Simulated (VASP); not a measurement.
# CsI (Pm-3m) in VASP: notebook

Runs on CsI. Level: PBE. Tasks: single point.

Program: VASP 6.6.1. These are calculated values, not measurements. Logs are shortened: lines on timing, memory, paths and dates and some standing lists are left out, and cuts for length are marked.

## Step 1: The cell of the first run

Symmetry: Pm-3m, No. 221, cubic system. The conventional cell has a = 4.571 Å, b = 4.571 Å, c = 4.571 Å, α = 90.00°, β = 90.00°, γ = 90.00°. Within 5.2 Å of Cs (site symmetry m-3m) lie 8 I at 3.96 Å and 6 Cs at 4.57 Å. I (site symmetry m-3m) has 8 Cs at 3.96 Å and 6 I at 4.57 Å within 5.2 Å.

## Step 2: Single point, PBE (47.75 Å³/atom)

File INCAR:

```
SYSTEM = CsI
  ALGO = Normal
  EDIFF = 1E-6
  ENCUT = 500
  GGA = PE
  GGA_COMPAT = .False.
  ISIF = 2
  ISMEAR = 0
  LASPH = .True.
  LCHARG = .False.
  LREAL = .False.
  LWAVE = .False.
  NBANDS = 15
  NELM = 120
  PREC = Accurate
  SIGMA = 0.01
```

File KPOINTS:

```
k-points
0
Gamma
  4 4 4
  0 0 0
```

File POSCAR:

```
CsI
1.0
    4.5707619286      0.0000000000      0.0000000000
    0.0000000000      4.5707619286      0.0000000000
    0.0000000000      0.0000000000      4.5707619286
Cs I
1 1
Direct
    0.0000000000      0.0000000000      0.0000000000
    0.5000000000      0.5000000000      0.5000000000
```

Potentials or basis: VASP PAW PBE potentials, release 64 (Cs_sv, I).

The run is started by

```
cat potpaw_PBE.64/Cs_sv/POTCAR potpaw_PBE.64/I/POTCAR > POTCAR
mpirun -np 1 vasp_std > vasp.out
```

OUTCAR:

```text
SYSTEM = CsI
   EDIFF = 1E-6
   ENCUT = 500
   GGA = PE
   ISIF = 2
   ISMEAR = 0
   LASPH = .True.
   LREAL = .False.
   NELM = 120
   PREC = Accurate

 ion  position               nearest neighbor table
   1  0.000  0.000  0.000-
   2  0.500  0.500  0.500-

  LATTYP: Found a simple cubic cell.
 ALAT       =     4.5707619286

  Lattice vectors:

 A1 = (   4.5707619286,   0.0000000000,   0.0000000000)
 A2 = (   0.0000000000,   4.5707619286,   0.0000000000)
 A3 = (   0.0000000000,   0.0000000000,   4.5707619286)

Analysis of symmetry for initial positions (statically):
=====================================================================
 Subroutine PRICEL returns:
 Original cell was already a primitive cell.

 Routine SETGRP: Setting up the symmetry group for a
 simple cubic supercell.

 Subroutine GETGRP returns: Found 48 space group operations
 (whereof 48 operations were pure point group operations)
 out of a pool of 48 trial point group operations.

The static configuration has the point symmetry O_h .

Analysis of symmetry for dynamics (positions and initial velocities):
=====================================================================
 Subroutine PRICEL returns:
 Original cell was already a primitive cell.

 Routine SETGRP: Setting up the symmetry group for a
 simple cubic supercell.

 Subroutine GETGRP returns: Found 48 space group operations
 (whereof 48 operations were pure point group operations)
 out of a pool of 48 trial point group operations.

The dynamic configuration has the point symmetry O_h .

 Subroutine INISYM returns: Found 48 space group operations
 (whereof 48 operations are pure point group operations),
 and found     1 'primitive' translations

----------------------------------------------------------------------------------------

                                     Primitive cell

  volume of cell :      95.4917

  direct lattice vectors                    reciprocal lattice vectors
     4.570761929  0.000000000  0.000000000     0.218781905  0.000000000  0.000000000
     0.000000000  4.570761929  0.000000000     0.000000000  0.218781905  0.000000000
     0.000000000  0.000000000  4.570761929     0.000000000  0.000000000  0.218781905

  length of vectors
     4.570761929  4.570761929  4.570761929     0.218781905  0.218781905  0.218781905

  position of ions in fractional coordinates (direct lattice)
     0.000000000  0.000000000  0.000000000
     0.500000000  0.500000000  0.500000000

  ion indices of the primitive-cell ions
   primitive index   ion index
                 1           1
                 2           2

----------------------------------------------------------------------------------------

 KPOINTS: k-points

Automatic generation of k-mesh.
 Grid dimensions read from file:
 generate k-points for:    4    4    4

 Generating k-lattice:

  Cartesian coordinates                     Fractional coordinates (reciprocal lattice)
     0.054695476  0.000000000  0.000000000     0.250000000  0.000000000  0.000000000
     0.000000000  0.054695476  0.000000000     0.000000000  0.250000000  0.000000000
     0.000000000  0.000000000  0.054695476     0.000000000  0.000000000  0.250000000

  Length of vectors
     0.054695476  0.054695476  0.054695476

  Shift w.r.t. Gamma in fractional coordinates (k-lattice)
     0.000000000  0.000000000  0.000000000

 Subroutine IBZKPT returns following result:
 ===========================================

 Found     10 irreducible k-points:

 Following reciprocal coordinates:
            Coordinates               Weight
  0.000000  0.000000  0.000000      1.000000
  0.250000  0.000000  0.000000      6.000000
  0.500000  0.000000  0.000000      3.000000
  0.250000  0.250000  0.000000     12.000000
  0.500000  0.250000  0.000000     12.000000
  0.500000  0.500000  0.000000      3.000000
  0.250000  0.250000  0.250000      8.000000
  0.500000  0.250000  0.250000     12.000000
  0.500000  0.500000  0.250000      6.000000
  0.500000  0.500000  0.500000      1.000000
   k-points           NKPTS =     10   k-points in BZ     NKDIM =     10   number of bands    NBANDS=     15
   number of dos      NEDOS =    301   number of ions     NIONS =      2
   total plane-waves  NPLWV =  46656
   dimension x,y,z NGX =    36 NGY =   36 NGZ =   36
   dimension x,y,z NGXF=    72 NGYF=   72 NGZF=   72
   ions per type =               1   1
   NGX,Y,Z   is equivalent  to a cutoff of  13.09, 13.09, 13.09 a.u.
   NGXF,Y,Z  is equivalent  to a cutoff of  26.19, 26.19, 26.19 a.u.
 SYSTEM =  CsI
   PREC   = accura    normal or accurate (medium, high low for compatibility)
   ISTART =      0    job   : 0-new  1-cont  2-samecut
   ICHARG =      2    charge: 1-file 2-atom 10-const
   ISPIN  =      1    spin polarized calculation?
   LNONCOLLINEAR =      F non collinear calculations
   LSORBIT =      F    spin-orbit coupling
   LASPH  =      T    aspherical Exc in radial PAW
   ENCUT  =  500.0 eV  36.75 Ry    6.06 a.u.   8.33  8.33  8.33*2*pi/ulx,y,z
   NELM   =    120;   NELMIN=  2; NELMDL= -5     # of ELM steps
   EDIFF  = 0.1E-05   stopping-criterion for ELM
   LREAL  =      F    real-space projection
   EDIFFG = 0.1E-04   stopping-criterion for IOM
   NSW    =      0    number of steps for IOM
   IBRION =     -1    ionic relax: 0-MD 1-quasi-New 2-CG
   NFREE  =      0    steps in history (QN), initial steepest desc. (CG)
   ISIF   =      2    stress and relaxation
   ISYM   =      2    0-nonsym 1-usesym 2-fastsym
   POTIM  = 0.5000    time-step for ionic-motion
   TEBEG  =    0.0;   TEEND  =   0.0 temperature during run
   PSTRESS=    0.0 pullay stress
   NELECT =      16.0000    total number of electrons
   NUPDOWN=      -1.0000    fix difference up-down
   EMIN   =  10.00;   EMAX   =-10.00  energy-range for DOS
   EFERMI =   0.00;   METHOD = LEGACY
   ISMEAR =     0;   SIGMA  =   0.01  broadening in eV -4-tet -1-fermi 0-gaus
   EFERMI_NEDOS =   21; number of points for ismear=-14 and -15
   IALGO  =     38    algorithm
   IMIX   =      4    mixing-type and parameters
     AMIX     =   0.40;   BMIX     =  1.00
     AMIX_MAG =   1.60;   BMIX_MAG =  1.00
  volume/ion in A,a.u.               =      47.75       322.21
  Fermi-wavevector in a.u.,A,eV,Ry     =   0.902526  1.705526 11.082660  0.814553
  Thomas-Fermi vector in A             =   2.025740
   LORBIT       =      0    0 simple, 1 ext, 2 COOP (PROOUT), +10 PAW based schemes
   GGA     = PE    functional components
   LHFCALC =     F    Hartree Fock is set to
   AEXX    =    0.0000 exact exchange contribution
   IVDW    =     0    specifies the selected vdW correction
   LEPSILON=     F    determine dielectric tensor
   LRPA    =     F    only Hartree local field effects (RPA)
 non-spin polarized calculation
 Gauss-broadening in eV      SIGMA  =   0.01
  energy-cutoff  :      500.00
  volume of cell :       95.49
 maximum number of plane-waves:      2469
 NGX is ok and might be reduce to    36
   NGX = 17   NGY = 17   NGZ = 17

 number of electron      16.0000003 magnetization

 Free energy of the ion-electron system (eV)
  ---------------------------------------------------
  ext. energy  EPLUGINS =         0.00000000
  ---------------------------------------------------
  free energy    TOTEN  =        -5.42591536 eV

  energy without entropy =       -5.42591536  energy(sigma->0) =       -5.42591536

 E-fermi :   0.8544     XC(G=0):  -7.7562

 val. band max:        0.8002883538   @ k =   0.5000   0.5000   0.0000
 cond. band min:       4.6657471572   @ k =   0.0000   0.0000   0.0000
 fundamental gap:      3.8654588034
 Fermi energy:         0.8544275163

 k-point     1 :       0.0000    0.0000    0.0000
  band No.  band energies     occupation
      1     -19.5974      2.00000
      2      -9.8525      2.00000
      3      -6.2983      2.00000
      4      -6.2983      2.00000
      5      -6.2983      2.00000
      6       0.7110      2.00000
      7       0.7110      2.00000
      8       0.7110      2.00000
      9       4.6657      0.00000
     10       4.9827      0.00000
     11       4.9827      0.00000
     12       8.5525      0.00000
     13       8.5525      0.00000
     14       8.5525      0.00000
     15      10.9818      0.00000

 k-point     2 :       0.2500    0.0000    0.0000
  band No.  band energies     occupation
      1     -19.5852      2.00000
      2      -9.8577      2.00000
      3      -6.3733      2.00000
      4      -6.2671      2.00000
      5      -6.2671      2.00000
      6      -0.1366      2.00000
      7       0.6360      2.00000
      8       0.6360      2.00000
      9       5.3480      0.00000
     10       5.7811      0.00000
     11       6.2365      0.00000
     12       8.4563      0.00000
     13       8.4563      0.00000
     14       8.8192      0.00000
     15       9.0371      0.00000

 k-point     3 :       0.5000    0.0000    0.0000
  band No.  band energies     occupation
      1     -19.5730      2.00000
      2      -9.8661      2.00000
      3      -6.4324      2.00000
      4      -6.2353      2.00000
      5      -6.2353      2.00000
      6      -0.7549      2.00000
      7       0.5578      2.00000
      8       0.5578      2.00000
      9       5.9968      0.00000
     10       7.2744      0.00000
     11       7.5166      0.00000
     12       7.6171      0.00000
     13       8.6913      0.00000
     14       8.6913      0.00000
     15       9.1945      0.00000
[... 91 lines left out ...]
 k-point     9 :       0.5000    0.5000    0.2500
  band No.  band energies     occupation
      1     -19.5407      2.00000
      2      -9.6329      2.00000
      3      -6.6042      2.00000
      4      -6.6042      2.00000
      5      -6.3776      2.00000
      6      -0.2843      2.00000
      7      -0.2843      2.00000
      8       0.0562      2.00000
      9       6.1502      0.00000
     10       7.1754      0.00000
     11       7.2215      0.00000
     12       7.2215      0.00000
     13       9.7963      0.00000
     14       9.7963      0.00000
     15      10.4943      0.00000

 k-point    10 :       0.5000    0.5000    0.5000
  band No.  band energies     occupation
      1     -19.5303      2.00000
      2      -9.5798      2.00000
      3      -6.5476      2.00000
      4      -6.5476      2.00000
      5      -6.5476      2.00000
      6      -0.5024      2.00000
      7      -0.5024      2.00000
      8      -0.5024      2.00000
      9       7.9645      0.00000
     10       7.9645      0.00000
     11       7.9645      0.00000
     12       8.6457      0.00000
     13       8.6457      0.00000
     14       8.6457      0.00000
     15      10.5751      0.00000

------------------------ aborting loop because EDIFF is reached ----------------------------------------

  FORCE on cell =-STRESS in cart. coord.  units (eV):
  Direction    XX          YY          ZZ          XY          YZ          ZX
  --------------------------------------------------------------------------------------
  -------------------------------------------------------------------------------------
  Total        0.4587214      0.4587214      0.4587214      0.0000000      0.0000000      0.0000000
  in kB        7.6965085      7.6965085      7.6965085      0.0000000      0.0000000      0.0000000
  external PRESSURE =       7.6965085 kB  Pullay stress =       0.0000000 kB

 VOLUME and BASIS-vectors are now :
 -----------------------------------------------------------------------------
  energy-cutoff  :      500.00
  volume of cell :       95.49
      direct lattice vectors                 reciprocal lattice vectors
     4.570761929  0.000000000  0.000000000     0.218781905  0.000000000  0.000000000
     0.000000000  4.570761929  0.000000000     0.000000000  0.218781905  0.000000000
     0.000000000  0.000000000  4.570761929     0.000000000  0.000000000  0.218781905

 POSITION                                       TOTAL-FORCE (eV/Angst)
 -----------------------------------------------------------------------------------
      0.00000      0.00000      0.00000         0.000000      0.000000      0.000000
      2.28538      2.28538      2.28538         0.000000      0.000000      0.000000
 -----------------------------------------------------------------------------------
    total drift:                               -0.000000      0.000000      0.000000

  FREE ENERGIE OF THE ION-ELECTRON SYSTEM (eV)
  ---------------------------------------------------
  free  energy   TOTEN  =        -5.4259153575 eV

  energy  without entropy=       -5.4259153575  energy(sigma->0) =       -5.42591536
```

Wall time 21 s (1 thread of Intel Xeon 8259CL, shared host); peak memory 0.2 GiB.

What came out:

```yaml
Free_energy: -5.4259 eV
Pressure: 0.8 GPa
Band_gap_on_the_k_mesh: 3.87 eV (least direct gap 3.95 eV)
```

Caveat: spin-orbit coupling is left out, which moves the levels of the heavy elements. A k mesh can miss the band edges.

## Step 3: Single point, PBE

This run uses another cell than the first one, of 50.79 Å³/atom.

File INCAR:

```
PREC     = Accurate       # precision mode
ENCUT    = 500            # plane-wave cutoff, eV
EDIFF    = 1E-6           # SCF threshold, eV
ISMEAR   = 0              # smearing method
SIGMA    = 0.01           # smearing width, eV
LREAL    = F              # projectors in reciprocal space
LASPH    = T              # aspherical terms in the spheres
NELM     = 120            # most SCF steps
ALGO     = Normal         # electronic algorithm
ISIF     = 2              # what is computed and relaxed
LWAVE    = F              # write WAVECAR
LCHARG   = F              # write CHGCAR
GGA      = PE             # functional
NBANDS   = 15             # bands
GGA_COMPAT= F
```

File KPOINTS:

```
regular mesh
0
Gamma
  4 4 4
```

File POSCAR:

```
CsI
1.0
    4.6660134192      0.0000000000      0.0000000000
    0.0000000000      4.6660134192      0.0000000000
    0.0000000000      0.0000000000      4.6660134192
Cs I
1 1
Direct
    0.0000000000      0.0000000000      0.0000000000
    0.5000000000      0.5000000000      0.5000000000
```

Potentials or basis: VASP PAW PBE potentials, release 64 (Cs_sv, I).

The run is started by

```
cat potpaw_PBE.64/Cs_sv/POTCAR potpaw_PBE.64/I/POTCAR > POTCAR
mpirun -np 1 vasp_std > vasp.out
```

OUTCAR:

```text
PREC = Accurate
   ENCUT = 500
   EDIFF = 1E-6
   ISMEAR = 0
   LREAL = F
   LASPH = T
   NELM = 120
   ISIF = 2
   GGA = PE

 ion  position               nearest neighbor table
   1  0.000  0.000  0.000-
   2  0.500  0.500  0.500-

  LATTYP: Found a simple cubic cell.
 ALAT       =     4.6660134192

  Lattice vectors:

 A1 = (   4.6660134192,   0.0000000000,   0.0000000000)
[... 347 lines left out ...]
     14       8.0126      0.00000
     15       9.9068      0.00000

------------------------ aborting loop because EDIFF is reached ----------------------------------------

  FORCE on cell =-STRESS in cart. coord.  units (eV):
  Direction    XX          YY          ZZ          XY          YZ          ZX
  --------------------------------------------------------------------------------------
  -------------------------------------------------------------------------------------
  Total        0.0255563      0.0255563      0.0255563      0.0000000      0.0000000     -0.0000000
  in kB        0.4030608      0.4030608      0.4030608      0.0000000      0.0000000     -0.0000000
  external PRESSURE =       0.4030608 kB  Pullay stress =       0.0000000 kB

 VOLUME and BASIS-vectors are now :
 -----------------------------------------------------------------------------
  energy-cutoff  :      500.00
  volume of cell :      101.59
      direct lattice vectors                 reciprocal lattice vectors
     4.666013419  0.000000000  0.000000000     0.214315715  0.000000000  0.000000000
     0.000000000  4.666013419  0.000000000     0.000000000  0.214315715  0.000000000
     0.000000000  0.000000000  4.666013419     0.000000000  0.000000000  0.214315715

 POSITION                                       TOTAL-FORCE (eV/Angst)
 -----------------------------------------------------------------------------------
      0.00000      0.00000      0.00000         0.000000      0.000000      0.000000
      2.33301      2.33301      2.33301         0.000000      0.000000      0.000000
 -----------------------------------------------------------------------------------
    total drift:                               -0.000000      0.000000      0.000000

  FREE ENERGIE OF THE ION-ELECTRON SYSTEM (eV)
  ---------------------------------------------------
  free  energy   TOTEN  =        -5.4407859235 eV

  energy  without entropy=       -5.4407859235  energy(sigma->0) =       -5.44078592
```

stdout:

```text
POSCAR found type information on POSCAR CsI
 POSCAR found :  2 types and       2 ions
 scaLAPACK will be used
 LDA part: xc-table for (Slater+PW92), standard interpolation
 POSCAR, INCAR and KPOINTS ok, starting setup
 FFT: planning ... GRIDC
 FFT: planning ... GRID_SOFT
 FFT: planning ... GRID
 WAVECAR not read
 entering main loop
```

Run time: 20 s. Hardware: 1 thread of Intel Xeon 8259CL, shared host; peak memory 0.2 GiB.

What came out:

```yaml
Free_energy: -5.4408 eV
Pressure: 0.0 GPa
Band_gap_on_the_k_mesh: 3.67 eV (least direct gap 3.77 eV)
```

Caveat: spin-orbit coupling is left out, which moves the levels of the heavy elements. A k mesh can miss the band edges.

[end of part 1 of 2]
